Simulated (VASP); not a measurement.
## Sc3Te: single point with PBE

The system is Sc3Te.

```
Te Sc
1.0
     6.27572    0.00000    0.00000
    -3.13786    5.43493    0.00000
     0.00000    0.00000    5.03538
Te Sc
2 6
Direct
  0.33333 0.66667 0.75000
  0.66667 0.33333 0.25000
  0.16715 0.33429 0.25000
  0.16715 0.83285 0.25000
  0.66571 0.83285 0.25000
  0.83285 0.66571 0.75000
  0.83285 0.16715 0.75000
  0.33429 0.16715 0.75000
```

```yaml
Program: VASP 6.6.1
Task: single point
Functional: PBE
Potentials_or_basis: VASP PAW PBE potentials, release 64 (Te, Sc_sv)
Cutoff: 520 eV
k_mesh: 5 × 5 × 5
Occupations: fermi-dirac, width 0.05 eV
Spin: no spin polarisation
Dipole_correction: no
Further_INCAR_settings: ALGO = Fast; EDIFF = 1e-06; NBANDS = 49
```

- Pressure: 3.1 GPa
- Largest force: 0.016 eV/Å
- Band gap on the k mesh: zero (band 39 reaches 7.11 eV, above the bottom of band 40 at 6.46 eV)

Forces on the atoms (eV/Å):
```
Te   0.000  0.000  0.000
Te   0.000  0.000  0.000
Sc   0.000 -0.016  0.000
Sc  -0.014  0.008  0.000
Sc   0.014  0.008  0.000
Sc   0.000  0.016  0.000
Sc   0.014 -0.008  0.000
Sc  -0.014 -0.008  0.000
```

Stress tensor (GPa, compression positive):
```
3.13 0.00 0.00
0.00 3.13 0.00
0.00 0.00 3.04
```

Levels at points of the mesh, in eV from the Fermi level:
```tsv
k point	band 35	band 36	band 37	band 38	band 39	band 40	band 41	band 42	band 43	band 44
(0.00, 0.00, 0.00)	-1.06	-1.06	-0.88	-0.88	-0.70	-0.49	-0.17	-0.17	1.05	1.05
```

It took 2.2 min on 1 thread of Intel(R) Xeon(R) 6975P-C (Granite Rapids) (shared host), peak memory 0.34 GiB.

Caveat: spin-orbit coupling is left out, which moves the levels of the heavy elements.
